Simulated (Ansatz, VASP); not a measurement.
# SrCl2: VASP beside Ansatz

```
CELL_PARAMETERS angstrom
0.00000 3.51539 3.24471
3.51539 0.00000 3.24471
3.51539 3.51539 0.00000
ATOMIC_POSITIONS crystal
Sr 0.00000 0.00000 0.00000
Cl 0.25000 0.25000 0.25000
Cl 0.75000 0.75000 0.75000
```

Alike in both runs: task single point; functional PBE; k mesh 6 × 6 × 6; occupations gaussian, width 0.05 eV; no spin polarisation.

|  | VASP | Ansatz |
| --- | --- | --- |
| version | VASP 6.6.1 | Ansatz 0.2.0 |
| potentials or method | VASP PAW PBE potentials, release 64 (Sr_sv, Cl), cutoff 520 eV | scalar-relativistic, plane waves, PAW |
| valence electrons in the cell | 24 | 24 |

```tsv
	VASP	Ansatz	Ansatz less VASP
gap on the k mesh at the Fermi level (eV)	4.97	4.97	+0.005
least direct gap on the mesh (eV)	5.05	5.05	+0.001
pressure (GPa)	3.6	3.5	-0.11
traceless stress, the component that is largest in VASP (GPa)	3.18	3.20	+0.021
```

With one functional, cell and mesh, what is left measures potentials, basis and numerics.
